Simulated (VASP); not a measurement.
Write the native input for VASP 6.6.1 that does the following.

| Quantity | Value |
| --- | --- |
| Task | single point |
| Functional | PBE |
| Potentials or basis | VASP PAW PBE potentials, release 64 (Al, Cu) |
| Cutoff | 520 eV |
| k mesh | 14 × 14 × 14 |
| Occupations | gaussian, width 0.15 eV |
| Spin | no spin polarisation |
| Dipole correction | no |
| Further INCAR settings | ALGO = Fast; EDIFF = 1e-07; NBANDS = 16 |

The structure of Al2Cu lies in POSCAR:

```
Al2Cu
1.0
   -2.0446004822      2.0446004822      3.0264298293
    2.0446004822     -2.0446004822      3.0264298293
    2.0446004822      2.0446004822     -3.0264298293
Al Cu
2 1
Direct
    0.7448122042      0.2448122042      0.5000000000
    0.2551877958      0.7551877958      0.5000000000
    0.5000000000      0.5000000000      0.0000000000
```

This cell differs from its parent crystal: mode 9 frozen in at -0.030 Å, normal strain along z +0.0467.

These files were run (other wordings do the same):

INCAR

```
ALGO = Fast
EDIFF = 1E-7
ENCUT = 520
GGA = PE
ISIF = 2
ISMEAR = 0
LASPH = T
LCHARG = F
LREAL = F
LWAVE = F
NBANDS = 16
NELM = 80
PREC = Accurate
SIGMA = 0.15
```

KPOINTS

```
k-points
0
Gamma
  14 14 14
```

Potentials or basis: VASP PAW PBE potentials, release 64 (Al, Cu).

Command:

```bash
$ cat potpaw_PBE.64/Al/POTCAR potpaw_PBE.64/Cu/POTCAR > POTCAR
$ mpirun -np 1 vasp_std > vasp.out
```

Results of the run:

```
Pressure      : -3.8 GPa
Largest force : 0.147 eV/Å
```

Caveat: the cell differs from its parent crystal (mode 9 frozen in at -0.030 Å, normal strain along z +0.0467).

It took 3 min on 1 thread of Intel(R) Xeon(R) 6975P-C (Granite Rapids), on a shared host, peak memory 0.44 GiB.
